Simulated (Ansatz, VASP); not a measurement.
One calculation of Pd, two programs

INCAR

```
PREC = Accurate ; ENCUT = 520
EDIFF = 1E-6 ; ISMEAR = -1
SIGMA = 0.05 ; LREAL = False
LASPH = True ; NELM = 150
ALGO = Normal ; ISIF = 2
LWAVE = False ; LCHARG = False
LNONCOLLINEAR = True ; MAGMOM = 0 0 0.5 0 0 -0.5
LORBIT = 11 ; LSORBIT = True
GGA_COMPAT = False ; LORBMOM = True
LMAXMIX = 4 ; GGA = PE
NBANDS = 32
```

The input KPOINTS:

```
regular mesh
0
Gamma
  10 10 10
```

File POSCAR:

```
Pd
1.0
    0.0000000000      2.6130399928      2.6130399928
    2.6130399928      0.0000000000      2.6130399928
    2.6130399928      2.6130399928      0.0000000000
Pd
2
Direct
    0.0000000000      0.0000000000      0.0000000000
    0.5000000000      0.5000000000      0.5000000000
```

Input for Ansatz:

```yaml
crystal:
  lattice:
    - [0.0, 2.6130399928, 2.6130399928]
    - [2.6130399928, 0.0, 2.6130399928]
    - [2.6130399928, 2.6130399928, 0.0]
  atoms:
    - { symbol: Pd, position: [0.0, 0.0, 0.0], spin: 0.5, spin_axis: [0, 0, 1] }
    - { symbol: Pd, position: [0.5, 0.5, 0.5], spin: -0.5, spin_axis: [0, 0, 1] }
hamiltonian:
  xc: pbe
  pseudopotentials:
    kind: paw_fr
    azcp:
      Pd: "pseudopotentials/Pd.paw.azcp"
basis:
  ecutwfc: 420
  fft_grid_basis: typed
kpoints:
  mp_grid: { grid: [10, 10, 10], shift: [0, 0, 0] }
magnetization:
  noncollinear: true
  spin_orbit: true
scf:
  occupations: { method: fermi_dirac, width: 0.05 }
```

Alike in both runs: task single point; functional PBE; k mesh 10 × 10 × 10; occupations fermi-dirac, width 0.05 eV; non-collinear spin, spin-orbit coupling.

```csv
,VASP,Ansatz
version,VASP 6.6.1,Ansatz 0.2.0
potentials or method,"VASP PAW PBE potentials, release 64 (Pd), cutoff 520 eV","plane waves (420 eV) with PAW, fully relativistic with spin-orbit coupling"
valence electrons in the cell,20,36
```

```csv
,VASP,Ansatz,Ansatz less VASP
net moment per atom (μB),0.00,0.00,0.000
```

VASP's potentials hold 20 valence electrons a cell and Ansatz's 36, so a difference there can come from the potentials and not from the codes. Ansatz's warnings: seeded moment not kept.
